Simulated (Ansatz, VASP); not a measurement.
**One calculation of Cd, two programs**

```
Cd
1.0
     2.88186    0.00000    0.00000
    -1.44093    2.49577    0.00000
     0.00000    0.00000    5.63837
Cd
2
Direct
  0.33333 0.66667 0.25000
  0.66667 0.33333 0.75000
```

Alike in both runs: task single point; functional LDA; k mesh 3 × 3 × 2; occupations fermi-dirac, width 0.1 eV; no spin polarisation.

|  | VASP | Ansatz |
| --- | --- | --- |
| version | VASP 6.6.1 | Ansatz 0.2.0 |
| potentials or method | VASP PAW LDA potentials, release 64 (Cd), cutoff 520 eV | plane waves (420 eV) with PAW, scalar-relativistic |
| valence electrons in the cell | 24 | 40 |

VASP gave:

| Quantity | Value |
| --- | --- |
| pressure (GPa) | 3.6 |
| traceless stress, the component that is largest in VASP (GPa) | 10.51 |

**Question.** Which values does Ansatz return?

**Answer.** Pressure (GPa): 2.9; traceless stress, the component that is largest in VASP (GPa): 10.49.

Ansatz warns that its potentials were made for another functional, while VASP's fit it. LDA's correlation is that of Perdew and Zunger in VASP and of Perdew and Wang (1992) in Ansatz. VASP's potentials hold 24 valence electrons a cell and Ansatz's 40, so a difference there can come from the potentials and not from the codes.

The k mesh is coarse, so the values compare programs but aren't converged.
